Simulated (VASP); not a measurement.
## CaIrN2: relaxation of cell and atoms with PBE+D3(BJ)

The system is CaIrN2.

```
CELL_PARAMETERS angstrom
1.64885 0.95196 5.00940
-1.64885 0.95196 5.00940
0.00000 -1.90393 5.00940
ATOMIC_POSITIONS crystal
Ca 0.00000 0.00000 0.00000
Ir 0.50000 0.50000 0.50000
N 0.76912 0.76912 0.76912
N 0.23088 0.23088 0.23088
```

* Program: VASP 6.6.1
* Task: relaxation of cell and atoms
* Functional: PBE
* Dispersion: D3(BJ)
* Potentials or basis: VASP PAW PBE potentials, release 64 (Ca_sv, Ir, N)
* Cutoff: 600 eV
* k mesh: 8 × 8 × 8
* Occupations: methfessel-paxton, width 0.1 eV
* Spin: no spin polarisation
* Dipole correction: no
* Further INCAR settings: ALGO = Normal; EDIFF = 1e-06; IBRION = 2; EDIFFG = -0.01; NSW = 50; ISIF = 3

```yaml
Relaxed_volume: 11.44 Å³/atom
Relaxed_cell: a = 5.295 Å, b = 5.295 Å, c = 5.295 Å, α = 35.96°, β = 35.96°, γ = 35.96°
Space_group_after_relaxing_to_0.1_Å: R-3m (No. 166)
Energy_gained_by_relaxing: 6.4 meV/atom
Ionic_steps: 6
Pressure_after_relaxing: 0.1 GPa
Largest_force_after_relaxing: 0.006 eV/Å
Band_gap_on_the_k_mesh: zero (an odd number of electrons rules out a gap without spin polarisation)
Dispersion_energy_per_atom: -0.377 eV
```

Forces in eV/Å, atoms in the order of the input:
```
Ca   0.000  0.000  0.000
Ir   0.000  0.000  0.000
N    0.000  0.000 -0.006
N    0.000  0.000  0.006
```

Step by step:
```csv
step,energy change (eV),largest force (eV/Å),pressure (GPa),volume (Å³)
1,0.0000,0.0206,-5.75,47.18
2,0.0174,0.4171,8.56,44.35
3,-0.0233,0.1820,-0.05,45.93
4,-0.0233,0.1850,0.07,45.90
5,-0.0255,0.0513,0.09,45.80
6,-0.0257,0.0061,0.10,45.77
```

Final structure:
```
CELL_PARAMETERS angstrom
1.63424 0.94353 4.94708
-1.63424 0.94353 4.94708
0.00000 -1.88706 4.94708
ATOMIC_POSITIONS crystal
Ca 0.00000 0.00000 0.00000
Ir 0.50000 0.50000 0.50000
N 0.76837 0.76837 0.76837
N 0.23163 0.23163 0.23163
```

Levels at points of the mesh, in eV from the Fermi level:
```csv
k point,band 12,band 13,band 14,band 15,band 16,band 17,band 18
"(0.00, 0.00, 0.00)",-1.30,-1.30,-0.91,-0.29,3.02,3.02,3.94
"(0.50, 0.00, 0.00)",-2.89,-1.48,-1.28,-0.75,2.94,3.43,4.10
"(0.50, 0.50, 0.00)",-2.29,-1.51,-1.34,-1.05,3.09,3.38,4.68
"(0.50, 0.50, 0.50)",-2.29,-1.95,-1.95,-0.25,3.21,4.51,4.51
```

Wall time 18 min on 1 thread of Oxide Virtual Turin-like Processor, with other jobs on the host, peak memory 0.38 GiB.

Caveat: spin-orbit coupling is left out, which moves the levels of the heavy elements; an odd number of electrons without spin polarisation forces a metal; a magnetic or distorted state may lie lower.
